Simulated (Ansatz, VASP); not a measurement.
**One calculation of Au, two programs**

```
Au
1.0
     3.04252    0.00000    0.00000
    -1.52126    2.63490    0.00000
     0.00000    0.00000    4.93818
Au
2
Cartesian
  0.0000 1.7566 1.2345
  1.5213 0.8783 3.7036
```

Alike in both runs: task relaxation of cell and atoms; functional PBEsol; k mesh 6 × 6 × 4; occupations gaussian, width 0.1 eV; no spin polarisation.

```csv
,VASP,Ansatz
version,VASP 6.6.1,Ansatz 0.2.0
potentials or method,"VASP PAW PBE potentials, release 64 (Au), cutoff 500 eV","scalar-relativistic, plane waves, PAW"
valence electrons in the cell,22,38
```

VASP gave:

```
gap on the k mesh at the Fermi level, each at its own relaxed structure (eV) : none
relaxed volume (Å³/atom)                                                     : 17.06
relaxed cell length with the largest relative difference (Å)                 : 2.902
```

Task: What did Ansatz give for the same quantities?

Result: gap on the k mesh at the Fermi level, each at its own relaxed structure (eV): none; relaxed volume (Å³/atom): 17.11; relaxed cell length with the largest relative difference (Å): 2.908.

VASP's potentials were made for PBE, not for PBEsol. A gap of «none» marks a metal or a gap that the smearing closes. VASP's potentials hold 22 valence electrons a cell and Ansatz's 38, so a difference there can come from the potentials and not from the codes.

The k mesh is coarse, so the values compare programs but aren't converged. Neither program's run includes spin-orbit coupling.
